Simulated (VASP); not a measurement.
# BN (R3m) in VASP: further runs, part 2 of 2

VASP 6.6.1. Earlier steps stand in the parts before.

## (5) Single point, PBE0

This run uses another cell than the first one, of 10.76 Å³/atom.

POSCAR reads:

```
BN
1.0
    1.2476432582      0.7203271710      3.9902897190
   -1.2476432582      0.7203271710      3.9902897190
    0.0000000000     -1.4406543420      3.9902897190
N B
1 1
Direct
    0.6671234287      0.6671234287      0.6671234287
    0.0004435713      0.0004435713      0.0004435713
```

INCAR.step1 reads:

```
PREC = Accurate ; ENCUT = 520
EDIFF = 1E-5 ; ISMEAR = -1
SIGMA = 0.05 ; LREAL = False
LASPH = True ; NELM = 80
ALGO = Normal ; ISIF = 2
LWAVE = True ; GGA = PE
NBANDS = 11
```

INCAR.step2 reads:

```
PREC = Accurate ; ENCUT = 520
EDIFF = 1E-6 ; ISMEAR = -1
SIGMA = 0.05 ; LREAL = False
LASPH = True ; NELM = 80
ALGO = Normal ; ISIF = 2
LWAVE = False ; LCHARG = True
GGA = PE ; LHFCALC = True
AEXX = 0.25 ; PRECFOCK = Normal
LELF = True ; LVHAR = True
ISTART = 1 ; NBANDS = 11
```

KPOINTS reads:

```
regular mesh
0
Gamma
  6 6 6
```

Command:

```
$ cat potpaw_PBE.64/N/POTCAR potpaw_PBE.64/B/POTCAR > POTCAR
$ cp INCAR.step1 INCAR
$ mpirun -np 1 vasp_std > vasp.out
$ cp INCAR.step2 INCAR
$ mpirun -np 1 vasp_std > vasp.out
```

Wall time 15 min (1 thread of Intel Xeon Platinum 8375C at 2.90GHz (Ice Lake), shared host); peak memory 0.17 GiB.

It converged, with:

```yaml
Free_energy: -21.3637 eV
Pressure: 0.2 GPa
Band_gap_on_the_k_mesh: 6.33 eV (least direct gap 6.89 eV)
```

Stress tensor (GPa, compression positive):
```
 0.32  0.00  0.00
 0.00  0.32  0.00
 0.00  0.00 -0.18
```

Levels at points of the mesh, in eV from the valence-band top:
| k point | band 2 | band 3 | band 4 | band 5 | band 6 | band 7 |
| --- | --- | --- | --- | --- | --- | --- |
| (0.00, 0.00, 0.00) | -5.38 | -1.58 | -1.58 | 6.33 | 14.24 | 14.24 |
| (0.50, 0.00, 0.00) | -9.89 | -4.64 | -0.89 | 7.21 | 12.13 | 14.64 |
| (0.50, 0.50, 0.00) | -9.86 | -4.65 | -1.11 | 6.64 | 12.35 | 15.56 |
| (0.50, 0.50, 0.50) | -6.22 | -1.58 | -1.58 | 10.30 | 13.20 | 14.22 |

Caveat: the k points lie up to 0.49 Å⁻¹ apart; the PAW data sets were made with another functional, which shifts forces and pressure a little. A k mesh can miss the band edges.

## (6) Single point, PBE0

This run uses another cell than the first one, of 9.33 Å³/atom.

POSCAR reads:

```
BN
1.0
    1.2594075994      0.7271193165      3.3952723682
   -1.2594075994      0.7271193165      3.3952723682
    0.0000000000     -1.4542386330      3.3952723682
N B
1 1
Direct
    0.6672382000      0.6672382000      0.6672382000
    0.0003288000      0.0003288000      0.0003288000
```

INCAR.step1 reads:

```
PREC = Accurate
ENCUT = 520
EDIFF = 1E-5
ISMEAR = -1
SIGMA = 0.05
LREAL = F
LASPH = T
NELM = 80
ALGO = Normal
ISIF = 2
LWAVE = T
NBANDS = 11
GGA = PE
```

INCAR.step2 reads:

```
PREC = Accurate
ENCUT = 520
EDIFF = 1E-7
ISMEAR = -1
SIGMA = 0.05
LREAL = F
LASPH = T
NELM = 80
ALGO = Normal
ISIF = 2
LWAVE = F
LCHARG = T
GGA = PE
LHFCALC = T
AEXX = 0.25
PRECFOCK = Normal
LELF = T
LVHAR = T
NBANDS = 11
ISTART = 1
```

KPOINTS reads:

```
regular mesh
0
Gamma
  8 8 8
```

Potentials or basis: VASP PAW PBE potentials, release 64 (N, B).

Command:

```
$ cat potpaw_PBE.64/N/POTCAR potpaw_PBE.64/B/POTCAR > POTCAR
$ cp INCAR.step1 INCAR
$ mpirun -np 1 vasp_std > vasp.out
$ cp INCAR.step2 INCAR
$ mpirun -np 1 vasp_std > vasp.out
```

OUTCAR:

```text
PREC = Accurate
   ENCUT = 520
   EDIFF = 1E-7
   ISMEAR = -1
   LREAL = F
   LASPH = T
   NELM = 80
   ISIF = 2
   GGA = PE
   LHFCALC = T
   AEXX = 0.25
   PRECFOCK = Normal
   ISTART = 1

 ion  position               nearest neighbor table
   1  0.667  0.667  0.667-   2 1.45   2 1.45   2 1.45
   2  0.000  0.000  0.000-   1 1.45   1 1.45   1 1.45

  LATTYP: Found a trigonal (rhomboedric) cell.
 ALAT       =     3.6936004733
 COS(alpha) =     0.7674786797

  Lattice vectors:

 A1 = (   1.2594075994,   0.7271193165,   3.3952723682)
 A2 = (  -1.2594075994,   0.7271193165,   3.3952723682)
 A3 = (   0.0000000000,  -1.4542386330,   3.3952723682)

Analysis of symmetry for initial positions (statically):
=====================================================================
 Subroutine PRICEL returns:
 Original cell was already a primitive cell.

 Routine SETGRP: Setting up the symmetry group for a
 trigonal (rhombohedral) supercell.

 Subroutine GETGRP returns: Found  6 space group operations
 (whereof  6 operations were pure point group operations)
 out of a pool of 12 trial point group operations.
[... 179 lines left out ...]
      1     -18.6797      2.00000
      2      -3.7307      2.00000
      3      -0.7572      2.00000
      4      -0.7572      2.00000
      5       7.8199      0.00000
      6      14.8478      0.00000
      7      14.8478      0.00000
      8      16.7303      0.00000
      9      17.7928      0.00000
     10      28.9711      0.00000
     11      31.0401      0.00000
[... 309 lines left out ...]
 k-point    24 :       0.3750    0.1250    0.1250
  band No.  band energies     occupation
      1     -17.3440      2.00000
      2      -4.8844      2.00000
      3      -2.9101      2.00000
      4      -2.4644      2.00000
      5      10.8114      0.00000
      6      13.5356      0.00000
      7      14.6673      0.00000
      8      19.5532      0.00000
      9      20.1999      0.00000
     10      24.8831      0.00000
     11      26.7481      0.00000

 [... further k-points ...]

------------------------ aborting loop because EDIFF is reached ----------------------------------------

  FORCE on cell =-STRESS in cart. coord.  units (eV):
  Direction    XX          YY          ZZ          XY          YZ          ZX
  --------------------------------------------------------------------------------------
  -------------------------------------------------------------------------------------
  Total       -1.1180807     -1.1180807      0.1654026      0.0000000      0.0000000      0.0000000
  in kB      -96.0253452    -96.0253452     14.2054517      0.0000000      0.0000000      0.0000000
  external PRESSURE =     -59.2817463 kB  Pullay stress =       0.0000000 kB

 VOLUME and BASIS-vectors are now :
 -----------------------------------------------------------------------------
  energy-cutoff  :      520.00
  volume of cell :       18.66
      direct lattice vectors                 reciprocal lattice vectors
     1.259407599  0.727119316  3.395272368     0.397012056  0.229215017  0.098175727
    -1.259407599  0.727119316  3.395272368    -0.397012056  0.229215017  0.098175727
     0.000000000 -1.454238633  3.395272368     0.000000000 -0.458430034  0.098175727

 POSITION                                       TOTAL-FORCE (eV/Angst)
 -----------------------------------------------------------------------------------
      0.00000      0.00000      6.79637         0.000000      0.000000     -0.008040
      0.00000      0.00000      0.00335         0.000000     -0.000000      0.008040
 -----------------------------------------------------------------------------------
    total drift:                                0.000000      0.000000      0.000018

  FREE ENERGIE OF THE ION-ELECTRON SYSTEM (eV)
  ---------------------------------------------------
  free  energy   TOTEN  =       -21.3376876015 eV

  energy  without entropy=      -21.3376876014  energy(sigma->0) =      -21.33768760
```

Wall time 2.2 h (1 thread of Intel Xeon Platinum 8375C at 2.90GHz (Ice Lake), shared host); peak memory 0.18 GiB.

What came out:

| Quantity | Value |
| --- | --- |
| Free energy | -21.3377 eV |
| Pressure | -5.9 GPa |
| Largest force | 0.008 eV/Å |
| Band gap on the k mesh | 6.29 eV (least direct gap 7.03 eV) |

Forces in eV/Å, atoms in the order of the input:
```
N    0.000  0.000 -0.008
B    0.000  0.000  0.008
```

Caveat: the stress differs along the axes, from -10 to 1 GPa; the PAW data sets were made with another functional, which shifts forces and pressure a little. A k mesh can miss the band edges.

## (7) Overview

```tsv
level	cell	k mesh	share of exact exchange	gap on the mesh (eV)	pressure (GPa)	largest force (eV/Å)
PBE0	a = 3.741 Å, angles 39.9°, 2 atoms, atomic positions A	6 × 6 × 6	0.25	6.24	-14.2	0.01
B3LYP	a = 3.669 Å, angles 39.9°, 2 atoms, atomic positions A	6 × 6 × 6	0.2	5.98	0.6	-
PBEsol-based global hybrid with 25 % exact exchange	a = 3.750 Å, angles 38.8°, 2 atoms, atomic positions B	6 × 6 × 6	0.25	6.31	0.3	-
PBE0	a = 4.242 Å, angles 34.2°, 2 atoms, atomic positions C	6 × 6 × 6	0.25	6.33	0.2	-
PBE0	a = 3.694 Å, angles 39.9°, 2 atoms, atomic positions A	8 × 8 × 8	0.25	6.29	-5.9	0.01
```

Alike in all rows: task single point; potentials or basis VASP PAW PBE potentials, release 64 (N, B); no spin polarisation; cutoff (eV) 520; smearing fermi-dirac 0.05 eV.

Caveats: some runs use coarse meshes; the PAW data sets were made with another functional, which shifts forces and pressure a little; the stress differs along the axes, from -10 to 1 GPa (at least some runs).

Absolute energies hang on the potentials; compare differences alone.
